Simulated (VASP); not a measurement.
# GaAs (F-43m) in VASP: further runs

GaAs is run at these levels: r2SCAN; tasks: single point.

Program: VASP 6.6.1. These are calculated values, not measurements. Logs are shortened: lines on timing, memory, paths and dates and some standing lists are left out, and cuts for length are marked.

### 1 The cell of the first run

The structure is cubic, space group F-43m (No. 216). The conventional cell has a = 5.491 Å, b = 5.491 Å, c = 5.491 Å, α = 90.00°, β = 90.00°, γ = 90.00°. Within 3.1 Å of Ga (site symmetry -43m) lie 4 As at 2.38 Å. Within 3.1 Å of As (site symmetry -43m) lie 4 Ga at 2.38 Å.

### 2 Single point, r2SCAN (volume scaled by 0.91)

Input file POSCAR:

```
GaAs
1.0
    0.0000000000      2.7455220541      2.7455220541
    2.7455220541      0.0000000000      2.7455220541
    2.7455220541      2.7455220541      0.0000000000
Ga As
1 1
Direct
    0.0000000000      0.0000000000      0.0000000000
    0.2500000000      0.2500000000      0.2500000000
```

Input file INCAR.step1:

```
SYSTEM = GaAs
PREC = Accurate
ENCUT = 520
ISMEAR = 0
SIGMA = 0.02
LREAL = .FALSE.
LASPH = .TRUE.
NELM = 60
NBANDS = 16
GGA = PE
ALGO = Normal
EDIFF = 1E-4
LWAVE = .TRUE.
LCHARG = .FALSE.
```

Input file INCAR.step2:

```
SYSTEM = GaAs
PREC = Accurate
ENCUT = 520
EDIFF = 1E-7
ISMEAR = 0
SIGMA = 0.02
LREAL = .FALSE.
LASPH = .TRUE.
NELM = 60
ALGO = Normal
ISIF = 2
LWAVE = .FALSE.
LCHARG = .TRUE.
METAGGA = R2SCAN
LMIXTAU = .TRUE.
LELF = .TRUE.
LVHAR = .TRUE.
NBANDS = 16
ISTART = 1
```

Input file KPOINTS:

```
regular mesh
0
G
  8 8 8
  0 0 0
```

Potentials or basis: VASP PAW PBE potentials, release 64 (Ga_d, As).

On the command line:

```
cat potpaw_PBE.64/Ga_d/POTCAR potpaw_PBE.64/As/POTCAR > POTCAR
cp INCAR.step1 INCAR
mpirun -np 1 vasp_std > vasp.out
cp INCAR.step2 INCAR
mpirun -np 1 vasp_std > vasp.out
```

OUTCAR:

```text
SYSTEM = GaAs
   PREC = Accurate
   ENCUT = 520
   EDIFF = 1E-7
   ISMEAR = 0
   LREAL = .FALSE.
   LASPH = .TRUE.
   NELM = 60
   ISIF = 2
   METAGGA = R2SCAN
   ISTART = 1

 ion  position               nearest neighbor table
   1  0.000  0.000  0.000-   2 2.38   2 2.38   2 2.38   2 2.38
   2  0.250  0.250  0.250-   1 2.38   1 2.38   1 2.38   1 2.38

  LATTYP: Found a face centered cubic cell.
 ALAT       =     5.4910441082

  Lattice vectors:

 A1 = (   0.0000000000,   2.7455220541,   2.7455220541)
 A2 = (   2.7455220541,   0.0000000000,   2.7455220541)
 A3 = (   2.7455220541,   2.7455220541,   0.0000000000)

Analysis of symmetry for initial positions (statically):
=====================================================================
 Subroutine PRICEL returns:
 Original cell was already a primitive cell.

 Routine SETGRP: Setting up the symmetry group for a
 face centered cubic supercell.

 Subroutine GETGRP returns: Found 24 space group operations
 (whereof 24 operations were pure point group operations)
 out of a pool of 48 trial point group operations.

The static configuration has the point symmetry T_d .

Analysis of symmetry for dynamics (positions and initial velocities):
=====================================================================
 Subroutine PRICEL returns:
 Original cell was already a primitive cell.

 Routine SETGRP: Setting up the symmetry group for a
 face centered cubic supercell.

 Subroutine GETGRP returns: Found 24 space group operations
 (whereof 24 operations were pure point group operations)
 out of a pool of 48 trial point group operations.

The dynamic configuration has the point symmetry T_d .

 Subroutine INISYM returns: Found 24 space group operations
 (whereof 24 operations are pure point group operations),
 and found     1 'primitive' translations

----------------------------------------------------------------------------------------

                                     Primitive cell

  volume of cell :      41.3909

  direct lattice vectors                    reciprocal lattice vectors
     0.000000000  2.745522054  2.745522054    -0.182114727  0.182114727  0.182114727
     2.745522054  0.000000000  2.745522054     0.182114727 -0.182114727  0.182114727
     2.745522054  2.745522054  0.000000000     0.182114727  0.182114727 -0.182114727

  length of vectors
     3.882754525  3.882754525  3.882754525     0.315431960  0.315431960  0.315431960

  position of ions in fractional coordinates (direct lattice)
     0.000000000  0.000000000  0.000000000
     0.250000000  0.250000000  0.250000000

  ion indices of the primitive-cell ions
   primitive index   ion index
                 1           1
                 2           2

----------------------------------------------------------------------------------------

 KPOINTS: regular mesh

Automatic generation of k-mesh.
 Grid dimensions read from file:
 generate k-points for:    8    8    8

 Generating k-lattice:

  Cartesian coordinates                     Fractional coordinates (reciprocal lattice)
    -0.022764341  0.022764341  0.022764341     0.125000000  0.000000000  0.000000000
     0.022764341 -0.022764341  0.022764341     0.000000000  0.125000000  0.000000000
     0.022764341  0.022764341 -0.022764341     0.000000000  0.000000000  0.125000000

  Length of vectors
     0.039428995  0.039428995  0.039428995

  Shift w.r.t. Gamma in fractional coordinates (k-lattice)
     0.000000000  0.000000000  0.000000000

 Subroutine IBZKPT returns following result:
 ===========================================

 Found     29 irreducible k-points:

 Following reciprocal coordinates:
            Coordinates               Weight
  0.000000  0.000000  0.000000      1.000000
  0.125000  0.000000  0.000000      8.000000
  0.250000  0.000000  0.000000      8.000000
  0.375000  0.000000  0.000000      8.000000
  0.500000  0.000000  0.000000      4.000000
  0.125000  0.125000  0.000000      6.000000
[... 16 lines left out ...]
  0.500000  0.250000  0.125000     48.000000
 -0.375000  0.250000  0.125000     24.000000
 [... further k-points ...]
   k-points           NKPTS =     29   k-points in BZ     NKDIM =     29   number of bands    NBANDS=     16
   number of dos      NEDOS =    301   number of ions     NIONS =      2
   total plane-waves  NPLWV =  27000
   dimension x,y,z NGX =    30 NGY =   30 NGZ =   30
   dimension x,y,z NGXF=    60 NGYF=   60 NGZF=   60
   ions per type =               1   1
   NGX,Y,Z   is equivalent  to a cutoff of  12.84, 12.84, 12.84 a.u.
   NGXF,Y,Z  is equivalent  to a cutoff of  25.69, 25.69, 25.69 a.u.
 SYSTEM =  GaAs
   PREC   = accura    normal or accurate (medium, high low for compatibility)
   ISTART =      1    job   : 0-new  1-cont  2-samecut
   ICHARG =      0    charge: 1-file 2-atom 10-const
   ISPIN  =      1    spin polarized calculation?
   LNONCOLLINEAR =      F non collinear calculations
   LSORBIT =      F    spin-orbit coupling
   LASPH  =      T    aspherical Exc in radial PAW
   ENCUT  =  520.0 eV  38.22 Ry    6.18 a.u.   7.22  7.22  7.22*2*pi/ulx,y,z
   NELM   =     60;   NELMIN=  2; NELMDL=  0     # of ELM steps
   EDIFF  = 0.1E-06   stopping-criterion for ELM
   LREAL  =      F    real-space projection
   EDIFFG = 0.1E-05   stopping-criterion for IOM
   NSW    =      0    number of steps for IOM
   IBRION =     -1    ionic relax: 0-MD 1-quasi-New 2-CG
   NFREE  =      0    steps in history (QN), initial steepest desc. (CG)
   ISIF   =      2    stress and relaxation
   ISYM   =      2    0-nonsym 1-usesym 2-fastsym
   POTIM  = 0.5000    time-step for ionic-motion
   TEBEG  =    0.0;   TEEND  =   0.0 temperature during run
   PSTRESS=    0.0 pullay stress
   NELECT =      18.0000    total number of electrons
   NUPDOWN=      -1.0000    fix difference up-down
   EMIN   =  10.00;   EMAX   =-10.00  energy-range for DOS
   EFERMI =   0.00;   METHOD = LEGACY
   ISMEAR =     0;   SIGMA  =   0.02  broadening in eV -4-tet -1-fermi 0-gaus
   EFERMI_NEDOS =   21; number of points for ismear=-14 and -15
   IALGO  =     38    algorithm
   IMIX   =      4    mixing-type and parameters
     AMIX     =   0.40;   BMIX     =  1.00
     AMIX_MAG =   1.60;   BMIX_MAG =  1.00
  volume/ion in A,a.u.               =      20.70       139.66
  Fermi-wavevector in a.u.,A,eV,Ry     =   1.240311  2.343849 20.930826  1.538372
  Thomas-Fermi vector in A             =   2.374757
   LORBIT       =      0    0 simple, 1 ext, 2 COOP (PROOUT), +10 PAW based schemes
   METAGGA = R2SCAN    functional components
   LHFCALC =     F    Hartree Fock is set to
   AEXX    =    0.0000 exact exchange contribution
   IVDW    =     0    specifies the selected vdW correction
   LEPSILON=     F    determine dielectric tensor
   LRPA    =     F    only Hartree local field effects (RPA)
 non-spin polarized calculation
 Gauss-broadening in eV      SIGMA  =   0.02
  energy-cutoff  :      520.00
  volume of cell :       41.39
 maximum number of plane-waves:      1139
 NGX is ok and might be reduce to    30
   NGX = 15   NGY = 15   NGZ = 15

 number of electron      17.9999998 magnetization

 Free energy of the ion-electron system (eV)
  ---------------------------------------------------
  ext. energy  EPLUGINS =         0.00000000
  ---------------------------------------------------
  free energy    TOTEN  =       -26.95091818 eV

  energy without entropy =      -26.95091818  energy(sigma->0) =      -26.95091818

 E-fermi :   4.6705     XC(G=0): -10.6833

 val. band max:        4.5505397360   @ k =   0.0000   0.0000   0.0000
 cond. band min:       6.1330099256   @ k =   0.5000   0.5000   0.0000
 fundamental gap:      1.5824701896
 Fermi energy:         4.6705143046

 k-point     1 :       0.0000    0.0000    0.0000
  band No.  band energies     occupation
      1     -10.8665      2.00000
      2     -10.8665      2.00000
      3     -10.8665      2.00000
      4     -10.7500      2.00000
      5     -10.7500      2.00000
      6      -9.3505      2.00000
[... 8 lines left out ...]
     15      15.3910      0.00000
     16      15.3910      0.00000

 k-point     2 :       0.1250    0.0000    0.0000
  band No.  band energies     occupation
      1     -10.8913      2.00000
      2     -10.8614      2.00000
      3     -10.8614      2.00000
      4     -10.7503      2.00000
      5     -10.7503      2.00000
      6      -9.1295      2.00000
[... 8 lines left out ...]
     15      14.4663      0.00000
     16      14.4663      0.00000

 k-point     3 :       0.2500    0.0000    0.0000
  band No.  band energies     occupation
      1     -10.9399      2.00000
      2     -10.8502      2.00000
      3     -10.8502      2.00000
      4     -10.7497      2.00000
      5     -10.7497      2.00000
      6      -8.5179      2.00000
[... 8 lines left out ...]
     15      14.2331      0.00000
     16      14.3575      0.00000

 k-point     4 :       0.3750    0.0000    0.0000
  band No.  band energies     occupation
      1     -10.9791      2.00000
      2     -10.8412      2.00000
      3     -10.8412      2.00000
      4     -10.7469      2.00000
      5     -10.7468      2.00000
      6      -7.6889      2.00000
[... 8 lines left out ...]
     15      15.6038      0.00000
     16      15.6038      0.00000
[... 324 lines left out ...]
 k-point    22 :       0.3750    0.2500    0.1250
  band No.  band energies     occupation
      1     -10.9711      2.00000
      2     -10.8369      2.00000
      3     -10.8329      2.00000
      4     -10.7623      2.00000
      5     -10.7429      2.00000
      6      -8.0074      2.00000
[... 8 lines left out ...]
     15      16.5520      0.00000
     16      17.2469      0.00000

 k-point    23 :       0.5000    0.2500    0.1250
  band No.  band energies     occupation
      1     -10.9944      2.00000
      2     -10.8311      2.00000
      3     -10.8234      2.00000
      4     -10.7605      2.00000
      5     -10.7435      2.00000
      6      -7.2363      2.00000
[... 8 lines left out ...]
     15      16.5126      0.00000
     16      18.0036      0.00000

 k-point    24 :      -0.3750    0.2500    0.1250
  band No.  band energies     occupation
      1     -11.0030      2.00000
      2     -10.8298      2.00000
      3     -10.8198      2.00000
      4     -10.7569      2.00000
      5     -10.7454      2.00000
      6      -6.7872      2.00000
[... 8 lines left out ...]
     15      17.1609      0.00000
     16      17.9938      0.00000

 [... further k-points ...]
[... 5 lines left out ...]
  --------------------------------------------------------------------------------------
  -------------------------------------------------------------------------------------
  Total        2.2299895      2.2299895      2.2299895      0.0000000      0.0000000      0.0000000
  in kB       86.3194363     86.3194363     86.3194363      0.0000000      0.0000000      0.0000000
  external PRESSURE =      86.3194363 kB  Pullay stress =       0.0000000 kB

 VOLUME and BASIS-vectors are now :
 -----------------------------------------------------------------------------
  energy-cutoff  :      520.00
  volume of cell :       41.39
      direct lattice vectors                 reciprocal lattice vectors
     0.000000000  2.745522054  2.745522054    -0.182114727  0.182114727  0.182114727
     2.745522054  0.000000000  2.745522054     0.182114727 -0.182114727  0.182114727
     2.745522054  2.745522054  0.000000000     0.182114727  0.182114727 -0.182114727

 POSITION                                       TOTAL-FORCE (eV/Angst)
 -----------------------------------------------------------------------------------
      0.00000      0.00000      0.00000        -0.000000     -0.000000      0.000000
      1.37276      1.37276      1.37276         0.000000      0.000000     -0.000000
 -----------------------------------------------------------------------------------
    total drift:                                0.000005      0.000005      0.000005

  FREE ENERGIE OF THE ION-ELECTRON SYSTEM (eV)
  ---------------------------------------------------
  free  energy   TOTEN  =       -26.9509181767 eV

  energy  without entropy=      -26.9509181767  energy(sigma->0) =      -26.95091818
```

Wall time 88 s (1 thread of Intel Xeon 6455B, shared host); peak memory 0.18 GiB.

What came out:

| Quantity | Value |
| --- | --- |
| Free energy | -26.9509 eV |
| Pressure | 8.6 GPa |
| Band gap on the k mesh | 1.58 eV, indirect (least direct gap 1.72 eV) |

Levels at points of the mesh, in eV from the valence-band top:
```csv
k point,band 6,band 7,band 8,band 9,band 10,band 11,band 12,band 13
"(0.00, 0.00, 0.00)",-13.90,0.00,0.00,0.00,1.72,4.05,4.05,4.05
"(0.50, 0.00, 0.00)",-11.75,-7.35,-1.33,-1.33,1.64,5.00,5.00,8.39
"(0.50, 0.50, 0.00)",-10.85,-7.45,-3.11,-3.11,1.58,1.89,11.61,11.61
```

Caveat: the PAW data sets were made with another functional, which shifts forces and pressure a little. A k mesh can miss the band edges.

### 3 Single point, r2SCAN (volume scaled by 0.94)

Input file POSCAR:

```
GaAs
1.0
    0.0000000000      2.7753670233      2.7753670233
    2.7753670233      0.0000000000      2.7753670233
    2.7753670233      2.7753670233      0.0000000000
Ga As
1 1
Direct
    0.0000000000      0.0000000000      0.0000000000
    0.2500000000      0.2500000000      0.2500000000
```

Input file INCAR.step1:

```
SYSTEM = GaAs
PREC     = Accurate       ! precision mode
ENCUT    = 520            ! plane-wave cutoff, eV
ISMEAR   = 0              ! smearing method
SIGMA    = 0.02           ! smearing width, eV
LREAL    = .FALSE.        ! projectors in reciprocal space
LASPH    = .TRUE.         ! aspherical terms in the spheres
NELM     = 80             ! most SCF steps
NBANDS   = 16             ! bands
GGA      = PE             ! functional
ALGO     = Normal         ! electronic algorithm
EDIFF    = 1E-4           ! SCF threshold, eV
LWAVE    = .TRUE.         ! write WAVECAR
LCHARG   = .FALSE.        ! write CHGCAR
```

Input file INCAR.step2:

```
SYSTEM = GaAs
PREC     = Accurate       ! precision mode
ENCUT    = 520            ! plane-wave cutoff, eV
EDIFF    = 1E-7           ! SCF threshold, eV
ISMEAR   = 0              ! smearing method
SIGMA    = 0.02           ! smearing width, eV
LREAL    = .FALSE.        ! projectors in reciprocal space
LASPH    = .TRUE.         ! aspherical terms in the spheres
NELM     = 80             ! most SCF steps
ALGO     = Normal         ! electronic algorithm
ISIF     = 2              ! what is computed and relaxed
LWAVE    = .FALSE.        ! write WAVECAR
LCHARG   = .FALSE.        ! write CHGCAR
METAGGA  = R2SCAN         ! meta-GGA
LMIXTAU  = .TRUE.       
NBANDS   = 16             ! bands
ISTART   = 1
```

Input file KPOINTS:

```
Automatic mesh
0
G
  8 8 8
  0 0 0
```

Potentials or basis: VASP PAW PBE potentials, release 64 (Ga_d, As).

On the command line:

```
cat potpaw_PBE.64/Ga_d/POTCAR potpaw_PBE.64/As/POTCAR > POTCAR
cp INCAR.step1 INCAR
mpirun -np 1 vasp_std > vasp.out
cp INCAR.step2 INCAR
mpirun -np 1 vasp_std > vasp.out
```

Run time: 97 s. Hardware: 1 thread of Intel Xeon 6455B, shared host; peak memory 0.18 GiB.

The run converged. Its results:

```yaml
Free_energy: -27.0098 eV
Pressure: 5.3 GPa
Band_gap_on_the_k_mesh: 1.45 eV, direct
```

Levels at points of the mesh, in eV from the valence-band top:
```tsv
k point	band 5	band 6	band 7	band 8	band 9	band 10	band 11	band 12	band 13	band 14
(0.00, 0.00, 0.00)	-15.24	-13.64	0.00	0.00	0.00	1.45	4.05	4.05	4.05	8.45
(0.50, 0.00, 0.00)	-15.23	-11.60	-7.14	-1.27	-1.27	1.53	5.00	5.00	8.36	11.59
(0.50, 0.50, 0.00)	-15.22	-10.75	-7.27	-2.98	-2.98	1.65	1.92	11.33	11.33	12.31
```

Caveat: the PAW data sets were made with another functional, which shifts forces and pressure a little. A k mesh can miss the band edges.

### 4 Single point, r2SCAN (volume scaled by 0.97)

Input file POSCAR:

```
GaAs
1.0
    0.0000000000      2.8045835600      2.8045835600
    2.8045835600      0.0000000000      2.8045835600
    2.8045835600      2.8045835600      0.0000000000
Ga As
1 1
Direct
    0.0000000000      0.0000000000      0.0000000000
    0.2500000000      0.2500000000      0.2500000000
```

Input file INCAR.step1:

```
SYSTEM = GaAs
PREC = Accurate
ENCUT = 520
ISMEAR = 0
SIGMA = 0.02
LREAL = .FALSE.
LASPH = .TRUE.
NELM = 60
NBANDS = 16
GGA = PE
ALGO = Normal
EDIFF = 1E-4
LWAVE = .TRUE.
LCHARG = .FALSE.
```

Input file INCAR.step2:

```
SYSTEM = GaAs
PREC = Accurate
ENCUT = 520
EDIFF = 1E-6
ISMEAR = 0
SIGMA = 0.02
LREAL = .FALSE.
LASPH = .TRUE.
NELM = 60
ALGO = Normal
ISIF = 2
LWAVE = .FALSE.
LCHARG = .TRUE.
METAGGA = R2SCAN
LMIXTAU = .TRUE.
LELF = .TRUE.
LVHAR = .TRUE.
NBANDS = 16
ISTART = 1
```

Input file KPOINTS:

```
regular mesh
0
G
  8 8 8
  0 0 0
```

On the command line:

```
cat potpaw_PBE.64/Ga_d/POTCAR potpaw_PBE.64/As/POTCAR > POTCAR
cp INCAR.step1 INCAR
mpirun -np 1 vasp_std > vasp.out
cp INCAR.step2 INCAR
mpirun -np 1 vasp_std > vasp.out
```

Run time: 90 s. Hardware: 1 thread of Intel Xeon 6455B, shared host; peak memory 0.18 GiB.

The run converged. Its results:

```
Free energy            : -27.0426 eV
Pressure               : 2.5 GPa
Band gap on the k mesh : 1.19 eV, direct
```

Levels at points of the mesh, in eV from the valence-band top:
```tsv
k point	band 6	band 7	band 8	band 9	band 10	band 11	band 12	band 13
(0.00, 0.00, 0.00)	-13.39	0.00	0.00	0.00	1.19	4.04	4.04	4.04
(0.50, 0.00, 0.00)	-11.46	-6.95	-1.22	-1.22	1.43	4.99	4.99	8.32
(0.50, 0.50, 0.00)	-10.65	-7.11	-2.86	-2.86	1.71	1.94	11.06	11.06
```

Caveat: the PAW data sets were made with another functional, which shifts forces and pressure a little. A k mesh can miss the band edges.

### 5 Overview

| cell | gap on the mesh (eV) | pressure (GPa) |
| --- | --- | --- |
| a = 3.883 Å, angles 60.0°, 2 atoms | 1.58 | 8.6 |
| a = 3.925 Å, angles 60.0°, 2 atoms | 1.45 | 5.3 |
| a = 3.966 Å, angles 60.0°, 2 atoms | 1.19 | 2.5 |

Alike in all rows: task single point; level r2SCAN; potentials or basis VASP PAW PBE potentials, release 64 (Ga_d, As); no spin polarisation; k mesh 8 × 8 × 8; cutoff (eV) 520; smearing gaussian 0.02 eV.

Caveats: the PAW data sets were made with another functional, which shifts forces and pressure a little.

Absolute energies hang on the potentials; compare differences alone.
